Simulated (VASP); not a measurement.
# Si2W (Fmmm) in VASP: notebook

Si2W is run at these levels: PBE; tasks: single point.

Everything below comes from runs of VASP 6.6.1. Logs are shortened: lines on timing, memory, paths and dates and some standing lists are left out, and cuts for length are marked.

**1. The cell of the first run**

It takes space group Fmmm (No. 69, orthorhombic). The conventional cell has a = 4.500 Å, b = 4.590 Å, c = 7.830 Å, α = 90.00°, β = 90.00°, γ = 90.00°. Within 3.4 Å of W (site symmetry mmm) lie 10 Si at 2.60 to 2.63 Å and 4 W at 3.21 Å. Within 3.4 Å of Si (site symmetry mm2) lie 9 Si at 2.59 to 3.21 Å and 5 W at 2.60 to 2.63 Å.

**2. Single point, PBE**

Contents of INCAR:

```
PREC = Accurate
ENCUT = 520
EDIFF = 1E-7
ISMEAR = -1
SIGMA = 0.05
LREAL = F
LASPH = T
NELM = 100
ALGO = Normal
ISIF = 2
LWAVE = F
LCHARG = F
GGA = PE
NBANDS = 18
```

Contents of KPOINTS:

```
Automatic mesh
0
Gamma
  10 10 10
```

Contents of POSCAR:

```
Si2W
1.0
   -1.6229690000      1.6229690000      3.9149500000
    1.6229690000     -1.6229690000      3.9149500000
    1.5908310000      1.5908310000     -3.9149500000
W Si
1 2
Direct
    0.0000000000      0.0000000000      0.0000000000
    0.6653000000      0.6653000000      0.0000000000
    0.3347000000      0.3347000000      0.0000000000
```

Potentials or basis: VASP PAW PBE potentials, release 64 (W_sv, Si).

Started as:

```console
> cat potpaw_PBE.64/W_sv/POTCAR potpaw_PBE.64/Si/POTCAR > POTCAR
> mpirun -np 1 vasp_std > vasp.out
```

OUTCAR:

```text
PREC = Accurate
   ENCUT = 520
   EDIFF = 1E-7
   ISMEAR = -1
   LREAL = F
   LASPH = T
   NELM = 100
   ISIF = 2
   GGA = PE

 ion  position               nearest neighbor table
   1  0.000  0.000  0.000-   2 2.60   3 2.60   2 2.60   3 2.60   2 2.62   3 2.62   2 2.63   3 2.63
                             3 2.63   2 2.63
   2  0.665  0.665  0.000-   3 2.59   1 2.60   1 2.60   3 2.61   3 2.61   1 2.62   1 2.63   1 2.63
                             3 2.65   3 2.65
   3  0.335  0.335  0.000-   2 2.59   1 2.60   1 2.60   2 2.61   2 2.61   1 2.62   1 2.63   1 2.63
                             2 2.65   2 2.65

  LATTYP: Found a face centered orthorhombic cell.
 ALAT       =     4.4995495513
 B/A-ratio  =     1.0202020202
 C/A-ratio  =     1.7401519665

  Lattice vectors:

 A1 = (  -1.6229690000,   1.6229690000,   3.9149500000)
 A2 = (   1.5908310000,   1.5908310000,   3.9149500000)
 A3 = (  -0.0321380000,   3.2138000000,   0.0000000000)

Analysis of symmetry for initial positions (statically):
=====================================================================
 Subroutine PRICEL returns:
 Original cell was already a primitive cell.

 Routine SETGRP: Setting up the symmetry group for a
 face centered orthorhombic supercell.

 Subroutine GETGRP returns: Found  8 space group operations
 (whereof  8 operations were pure point group operations)
 out of a pool of  8 trial point group operations.

The static configuration has the point symmetry D_2h.

Analysis of symmetry for dynamics (positions and initial velocities):
=====================================================================
 Subroutine PRICEL returns:
 Original cell was already a primitive cell.

 Routine SETGRP: Setting up the symmetry group for a
 face centered orthorhombic supercell.

 Subroutine GETGRP returns: Found  8 space group operations
 (whereof  8 operations were pure point group operations)
 out of a pool of  8 trial point group operations.

The dynamic configuration has the point symmetry D_2h.

 Subroutine INISYM returns: Found  8 space group operations
 (whereof  8 operations are pure point group operations),
 and found     1 'primitive' translations

----------------------------------------------------------------------------------------

                                     Primitive cell

  volume of cell :      40.4316

  direct lattice vectors                    reciprocal lattice vectors
    -1.622969000  1.622969000  3.914950000     0.003111892  0.311189249  0.127715552
     1.622969000 -1.622969000  3.914950000     0.311189249  0.003111892  0.127715552
     1.590831000  1.590831000 -3.914950000     0.314301142  0.314301142  0.000000000

  length of vectors
     4.538159346  4.538159346  4.515342738     0.336392175  0.336392175  0.444488938

  position of ions in fractional coordinates (direct lattice)
     0.000000000  0.000000000  0.000000000
     0.665300000  0.665300000  0.000000000
     0.334700000  0.334700000  0.000000000

  ion indices of the primitive-cell ions
   primitive index   ion index
                 1           1
                 2           2
                 3           3

----------------------------------------------------------------------------------------

 KPOINTS: Automatic mesh

Automatic generation of k-mesh.
 Grid dimensions read from file:
 generate k-points for:   10   10   10

 Generating k-lattice:

  Cartesian coordinates                     Fractional coordinates (reciprocal lattice)
     0.000311189  0.031118925  0.012771555     0.100000000  0.000000000  0.000000000
     0.031118925  0.000311189  0.012771555     0.000000000  0.100000000  0.000000000
     0.031430114  0.031430114  0.000000000     0.000000000  0.000000000  0.100000000

  Length of vectors
     0.033639217  0.033639217  0.044448894

  Shift w.r.t. Gamma in fractional coordinates (k-lattice)
     0.000000000  0.000000000  0.000000000

 Subroutine IBZKPT returns following result:
 ===========================================

 Found    171 irreducible k-points:

 Following reciprocal coordinates:
            Coordinates               Weight
  0.000000  0.000000  0.000000      1.000000
  0.100000  0.000000  0.000000      8.000000
  0.200000  0.000000  0.000000      8.000000
  0.300000 -0.000000  0.000000      8.000000
  0.400000  0.000000  0.000000      8.000000
  0.500000  0.000000  0.000000      4.000000
[... 16 lines left out ...]
  0.300000  0.300000  0.000000      4.000000
  0.400000  0.300000  0.000000      8.000000
 [... further k-points ...]
   k-points           NKPTS =    171   k-points in BZ     NKDIM =    171   number of bands    NBANDS=     18
   number of dos      NEDOS =    301   number of ions     NIONS =      3
   total plane-waves  NPLWV =  46656
   dimension x,y,z NGX =    36 NGY =   36 NGZ =   36
   dimension x,y,z NGXF=    72 NGYF=   72 NGZF=   72
   ions per type =               1   2
   NGX,Y,Z   is equivalent  to a cutoff of  13.19, 13.19, 13.25 a.u.
   NGXF,Y,Z  is equivalent  to a cutoff of  26.38, 26.38, 26.51 a.u.
 SYSTEM =  unknown system
   PREC   = accura    normal or accurate (medium, high low for compatibility)
   ISTART =      0    job   : 0-new  1-cont  2-samecut
   ICHARG =      2    charge: 1-file 2-atom 10-const
   ISPIN  =      1    spin polarized calculation?
   LNONCOLLINEAR =      F non collinear calculations
   LSORBIT =      F    spin-orbit coupling
   LASPH  =      T    aspherical Exc in radial PAW
   ENCUT  =  520.0 eV  38.22 Ry    6.18 a.u.   8.44  8.44  8.40*2*pi/ulx,y,z
   NELM   =    100;   NELMIN=  2; NELMDL= -5     # of ELM steps
   EDIFF  = 0.1E-06   stopping-criterion for ELM
   LREAL  =      F    real-space projection
   EDIFFG = 0.1E-05   stopping-criterion for IOM
   NSW    =      0    number of steps for IOM
   IBRION =     -1    ionic relax: 0-MD 1-quasi-New 2-CG
   NFREE  =      0    steps in history (QN), initial steepest desc. (CG)
   ISIF   =      2    stress and relaxation
   ISYM   =      2    0-nonsym 1-usesym 2-fastsym
   POTIM  = 0.5000    time-step for ionic-motion
   TEBEG  =    0.0;   TEEND  =   0.0 temperature during run
   PSTRESS=    0.0 pullay stress
   NELECT =      22.0000    total number of electrons
   NUPDOWN=      -1.0000    fix difference up-down
   EMIN   =  10.00;   EMAX   =-10.00  energy-range for DOS
   EFERMI =   0.00;   METHOD = LEGACY
   ISMEAR =    -1;   SIGMA  =   0.05  broadening in eV -4-tet -1-fermi 0-gaus
   EFERMI_NEDOS =   21; number of points for ismear=-14 and -15
   IALGO  =     38    algorithm
   IMIX   =      4    mixing-type and parameters
     AMIX     =   0.40;   BMIX     =  1.00
     AMIX_MAG =   1.60;   BMIX_MAG =  1.00
  volume/ion in A,a.u.               =      13.48        90.95
  Fermi-wavevector in a.u.,A,eV,Ry     =   1.336520  2.525657 24.303904  1.786287
  Thomas-Fermi vector in A             =   2.465141
   LORBIT       =      0    0 simple, 1 ext, 2 COOP (PROOUT), +10 PAW based schemes
   GGA     = PE    functional components
   LHFCALC =     F    Hartree Fock is set to
   AEXX    =    0.0000 exact exchange contribution
   IVDW    =     0    specifies the selected vdW correction
   LEPSILON=     F    determine dielectric tensor
   LRPA    =     F    only Hartree local field effects (RPA)
 non-spin polarized calculation
  energy-cutoff  :      520.00
  volume of cell :       40.43
 maximum number of plane-waves:      1112
 NGX is ok and might be reduce to    36
   NGX = 17   NGY = 17   NGZ = 17

 number of electron      21.9999999 magnetization

 Free energy of the ion-electron system (eV)
  ---------------------------------------------------
  ext. energy  EPLUGINS =         0.00000000
  ---------------------------------------------------
  free energy    TOTEN  =       -24.79634220 eV

  energy without entropy =      -24.79298324  energy(sigma->0) =      -24.79466272

 E-fermi :  11.9501     XC(G=0): -12.5285

 val. band max:       11.9447848012   @ k =  -0.2000  -0.3000   0.2000
 cond. band min:      11.9822638254   @ k =  -0.3000   0.4000   0.4000
 fundamental gap:      0.0374790242
 Fermi energy:        11.9501340115

 k-point     1 :       0.0000    0.0000    0.0000
  band No.  band energies     occupation
      1     -61.8846      2.00000
      2     -26.1476      2.00000
      3     -26.1268      2.00000
      4     -26.1249      2.00000
      5      -2.1185      2.00000
      6       5.1056      2.00000
[... 10 lines left out ...]
     17      17.6238      0.00000
     18      17.6899      0.00000

 k-point     2 :       0.1000    0.0000    0.0000
  band No.  band energies     occupation
      1     -61.8839      2.00000
      2     -26.1471      2.00000
      3     -26.1459      2.00000
      4     -26.1239      2.00000
      5      -1.9277      2.00000
      6       5.1166      2.00000
[... 10 lines left out ...]
     17      17.6893      0.00000
     18      18.3077      0.00000

 k-point     3 :       0.2000    0.0000    0.0000
  band No.  band energies     occupation
      1     -61.8820      2.00000
      2     -26.2017      2.00000
      3     -26.1420      2.00000
      4     -26.1189      2.00000
      5      -1.3690      2.00000
      6       5.0268      2.00000
[... 10 lines left out ...]
     17      18.3227      0.00000
     18      19.7286      0.00000

 k-point     4 :       0.3000   -0.0000    0.0000
  band No.  band energies     occupation
      1     -61.8796      2.00000
      2     -26.2687      2.00000
      3     -26.1368      2.00000
      4     -26.1127      2.00000
      5      -0.4818      2.00000
      6       4.4416      2.00000
[... 10 lines left out ...]
     17      19.2104      0.00000
     18      20.7147      0.00000

 k-point     5 :       0.4000    0.0000    0.0000
  band No.  band energies     occupation
      1     -61.8777      2.00000
      2     -26.3222      2.00000
      3     -26.1327      2.00000
      4     -26.1077      2.00000
      5       0.6685      2.00000
      6       3.3254      2.00000
[... 10 lines left out ...]
     17      18.8305      0.00000
     18      19.5441      0.00000

 k-point     6 :       0.5000    0.0000    0.0000
  band No.  band energies     occupation
      1     -61.8770      2.00000
      2     -26.3425      2.00000
      3     -26.1311      2.00000
      4     -26.1058      2.00000
      5       1.8921      2.00000
      6       2.0887      2.00000
[... 10 lines left out ...]
     17      18.3806      0.00000
     18      18.7004      0.00000

 k-point     7 :       0.1000    0.1000    0.0000
  band No.  band energies     occupation
      1     -61.8832      2.00000
      2     -26.1462      2.00000
      3     -26.1451      2.00000
      4     -26.1440      2.00000
      5      -1.6762      2.00000
      6       4.8871      2.00000
[... 10 lines left out ...]
     17      18.3082      0.00000
     18      18.3815      0.00000

 k-point     8 :       0.2000    0.1000    0.0000
  band No.  band energies     occupation
      1     -61.8813      2.00000
      2     -26.1997      2.00000
      3     -26.1418      2.00000
      4     -26.1395      2.00000
      5      -1.0690      2.00000
      6       4.6558      2.00000
[... 10 lines left out ...]
     17      18.3553      0.00000
     18      19.8944      0.00000
[... 229 lines left out ...]
     17      19.2790      0.00000
     18      20.4932      0.00000

 k-point    20 :      -0.4000    0.2000    0.0000
  band No.  band energies     occupation
      1     -61.8752      2.00000
      2     -26.3118      2.00000
      3     -26.1795      2.00000
      4     -26.1238      2.00000
      5       0.8202      2.00000
      6       4.0821      2.00000
[... 10 lines left out ...]
     17      18.6984      0.00000
     18      19.7979      0.00000

 k-point    21 :      -0.3000    0.2000   -0.0000
  band No.  band energies     occupation
      1     -61.8771      2.00000
      2     -26.2592      2.00000
      3     -26.1850      2.00000
      4     -26.1278      2.00000
      5      -0.1783      2.00000
      6       5.3941      2.00000
[... 10 lines left out ...]
     17      17.6160      0.00000
     18      19.2637      0.00000

 k-point    22 :      -0.2000    0.2000    0.0000
  band No.  band energies     occupation
      1     -61.8794      2.00000
      2     -26.1982      2.00000
      3     -26.1876      2.00000
      4     -26.1336      2.00000
      5      -0.9072      2.00000
      6       5.9807      2.00000
[... 10 lines left out ...]
     17      18.5424      0.00000
     18      19.2027      0.00000

 k-point    23 :       0.3000    0.3000    0.0000
  band No.  band energies     occupation
      1     -61.8748      2.00000
      2     -26.2522      2.00000
      3     -26.2503      2.00000
      4     -26.1252      2.00000
      5       1.3076      2.00000
      6       3.7282      2.00000
[... 10 lines left out ...]
     17      18.6527      0.00000
     18      20.4116      0.00000

 k-point    24 :       0.4000    0.3000    0.0000
  band No.  band energies     occupation
      1     -61.8729      2.00000
      2     -26.3030      2.00000
      3     -26.2441      2.00000
      4     -26.1193      2.00000
      5       2.2447      2.00000
      6       3.2326      2.00000
[... 10 lines left out ...]
     17      19.1349      0.00000
     18      20.9696      0.00000

 [... further k-points ...]
[... 5 lines left out ...]
  --------------------------------------------------------------------------------------
  -------------------------------------------------------------------------------------
  Total        0.8717211      0.8717211      0.9234780      1.0552077      0.0000000      0.0000000
  in kB       34.5436043     34.5436043     36.5945703     41.8146104      0.0000000      0.0000000
  external PRESSURE =      35.2272596 kB  Pullay stress =       0.0000000 kB

 VOLUME and BASIS-vectors are now :
 -----------------------------------------------------------------------------
  energy-cutoff  :      520.00
  volume of cell :       40.43
      direct lattice vectors                 reciprocal lattice vectors
    -1.622969000  1.622969000  3.914950000     0.003111892  0.311189249  0.127715552
     1.622969000 -1.622969000  3.914950000     0.311189249  0.003111892  0.127715552
     1.590831000  1.590831000 -3.914950000     0.314301142  0.314301142  0.000000000

 POSITION                                       TOTAL-FORCE (eV/Angst)
 -----------------------------------------------------------------------------------
      0.00000      0.00000      0.00000        -0.000000     -0.000000     -0.000000
      0.00000      0.00000      5.20923         0.000000      0.000000      0.054489
      0.00000      0.00000      2.62067        -0.000000     -0.000000     -0.054489
 -----------------------------------------------------------------------------------
    total drift:                               -0.000000     -0.000000      0.000000

  FREE ENERGIE OF THE ION-ELECTRON SYSTEM (eV)
  ---------------------------------------------------
  free  energy   TOTEN  =       -24.7963421961 eV

  energy  without entropy=      -24.7929832433  energy(sigma->0) =      -24.79466272
```

Run time: 2.5 min. Hardware: 1 thread of AMD EPYC 7R43 (Zen 3), shared host; peak memory 0.25 GiB.

What came out:

```
Free energy            : -24.7963 eV
Pressure               : 3.5 GPa
Largest force          : 0.054 eV/Å
Band gap on the k mesh : zero (band 11 reaches 12.68 eV, above the bottom of band 12 at 11.49 eV)
```

Forces on the atoms (eV/Å):
```
W    0.000  0.000  0.000
Si   0.000  0.000  0.054
Si   0.000  0.000 -0.054
```

Caveat: spin-orbit coupling is left out, which moves the levels of the heavy elements.

**3. Single point, PBE**

Contents of INCAR:

```
SYSTEM = Si2W
PREC = Accurate ; ENCUT = 520
EDIFF = 1E-6 ; ISMEAR = -1
SIGMA = 0.05 ; LREAL = .False.
LASPH = .True. ; NELM = 100
ALGO = Normal ; ISIF = 2
LWAVE = .False. ; LCHARG = .False.
GGA = PE ; NBANDS = 18
```

Contents of KPOINTS:

```
Automatic mesh
0
Gamma
  10 10 10
  0 0 0
```

Contents of POSCAR:

```
Si2W
1.0
   -1.5988655000      1.5988655000      3.9149500000
    1.5988655000     -1.5988655000      3.9149500000
    1.6149345000      1.6149345000     -3.9149500000
W Si
1 2
Direct
    0.0000000000      0.0000000000      0.0000000000
    0.6653000000      0.6653000000      0.0000000000
    0.3347000000      0.3347000000      0.0000000000
```

Potentials or basis: VASP PAW PBE potentials, release 64 (W_sv, Si).

Started as:

```console
> cat potpaw_PBE.64/W_sv/POTCAR potpaw_PBE.64/Si/POTCAR > POTCAR
> mpirun -np 1 vasp_std > vasp.out
```

Run time: 2.1 min. Hardware: 1 thread of AMD EPYC 7R43 (Zen 3), shared host; peak memory 0.25 GiB.

It converged, with:

```
Free energy            : -24.8043 eV
Pressure               : 3.4 GPa
Largest force          : 0.048 eV/Å
Band gap on the k mesh : zero (band 11 reaches 12.69 eV, above the bottom of band 12 at 11.44 eV)
```

Forces in eV/Å, atoms in the order of the input:
```
W    0.000  0.000  0.000
Si   0.000  0.000  0.048
Si   0.000  0.000 -0.048
```

Stress tensor (GPa, compression positive):
```
 3.33 -2.08  0.00
-2.08  3.33  0.00
 0.00  0.00  3.54
```

Levels at points of the mesh, in eV from the Fermi level:
```csv
k point,band 8,band 9,band 10,band 11,band 12,band 13,band 14,band 15
"(0.00, 0.00, 0.00)",-3.31,-2.91,-2.76,0.62,2.74,2.94,3.05,3.09
"(0.50, 0.00, 0.00)",-4.86,-2.81,-2.74,-0.43,2.72,2.78,3.94,4.43
"(0.50, 0.50, 0.00)",-5.59,-4.97,-3.25,-1.82,2.85,2.98,3.13,3.90
"(0.00, 0.00, 0.50)",-5.40,-5.05,-3.24,-1.70,2.74,2.99,3.15,3.93
"(0.50, 0.50, 0.50)",-2.57,-0.89,-0.80,-0.55,-0.43,0.80,4.51,4.89
```

Caveat: spin-orbit coupling is left out, which moves the levels of the heavy elements.
